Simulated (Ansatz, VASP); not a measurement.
## Two plane-wave programs on KCl

```
K Cl
1.0
     0.00000    3.14485    3.14485
     3.14485    0.00000    3.14485
     3.14485    3.14485    0.00000
K Cl
1 1
Direct
  0.00000 0.00000 0.00000
  0.50000 0.50000 0.50000
```

Alike in both runs: task single point; functional r2SCAN; k mesh 8 × 8 × 8; no spin polarisation.

|  | VASP | Ansatz |
| --- | --- | --- |
| version | VASP 6.6.1 | Ansatz 0.2.0 |
| potentials or method | VASP PAW PBE potentials, release 64 (K_sv, Cl) | plane waves, PAW |
| plane-wave cutoff (eV) | 520 | 500 |
| occupations | gaussian, width 0.01 eV | fixed |
| valence electrons in the cell | 16 | 16 |

|  | VASP | Ansatz | Ansatz less VASP |
| --- | --- | --- | --- |
| gap on the k mesh at the Fermi level (eV) | 5.84 | 5.83 | -0.004 |
| pressure (GPa) | 0.0 | 0.0 | +0.03 |

VASP's potentials were made for PBE, not for r2SCAN.
